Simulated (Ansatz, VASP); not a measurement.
**One calculation of Fe, two programs**

INCAR

```
ALGO = Normal ; EDIFF = 1E-6
ENCUT = 520 ; GGA = PS
ISIF = 2 ; ISMEAR = -1
LASPH = T ; LCHARG = F
LREAL = F ; LWAVE = F
NBANDS = 15 ; NELM = 60
PREC = Accurate ; SIGMA = 0.08
```

File KPOINTS:

```
k-points
0
Gamma
  17 17 10
```

File POSCAR:

```
Fe
1.0
    2.4341575853      0.0000000000      0.0000000000
   -1.2170787927      2.1080423057      0.0000000000
    0.0000000000      0.0000000000      3.9571925041
Fe
2
Direct
    0.3333333333      0.6666666667      0.2500000000
    0.6666666667      0.3333333333      0.7500000000
```

Input for Ansatz:

```yaml
crystal:
  lattice:
    - [2.4341575853, 0.0, 0.0]
    - [-1.2170787927, 2.1080423057, 0.0]
    - [0.0, 0.0, 3.9571925041]
  atoms:
    - { symbol: Fe, position: [0.3333333333, 0.6666666667, 0.25] }
    - { symbol: Fe, position: [0.6666666667, 0.3333333333, 0.75] }
kpoints:
  mp_grid: { grid: [17, 17, 10] }
  band_path:
    path:
      - [0.0, 0.0, 0.0]
      - [0.5, 0.0, 0.0]
      - [0.3333333333, 0.3333333333, 0.0]
      - [0.0, 0.0, 0.0]
      - [0.0, 0.0, 0.5]
      - [0.5, 0.0, 0.5]
      - [0.3333333333, 0.3333333333, 0.5]
      - [0.0, 0.0, 0.5]
      - [0.5, 0.0, 0.5]
    npoints: 5
scf:
  occupations: { method: fermi_dirac, width: 0.08 }
hamiltonian:
  xc: pbesol
  pseudopotentials: { kind: all_electron, lapw: { basis_error: 0.00025 } }
output:
  forces: true
  stress: true
  eigenvalues: true
```

Change from the starting cell: zz strain of +3 %.

Alike in both runs: task single point; functional PBEsol; k mesh 17 × 17 × 10; occupations fermi-dirac, width 0.08 eV; no spin polarisation.

|  | VASP | Ansatz |
| --- | --- | --- |
| version | VASP 6.6.1 | Ansatz 0.2.0 |
| potentials or method | VASP PAW PBE potentials, release 64 (Fe), cutoff 520 eV | all-electron LAPW, scalar-relativistic |

VASP gave:

```
pressure (GPa)                                                : -10.3
traceless stress, the component that is largest in VASP (GPa) : -8.32
```

Question: Which values does Ansatz return?

Answer: Pressure (GPa): -10.0; traceless stress, the component that is largest in VASP (GPa): -8.47.

VASP's potentials were made for PBE, not for PBEsol. Ansatz ran all-electron here, and VASP with PAW potentials.
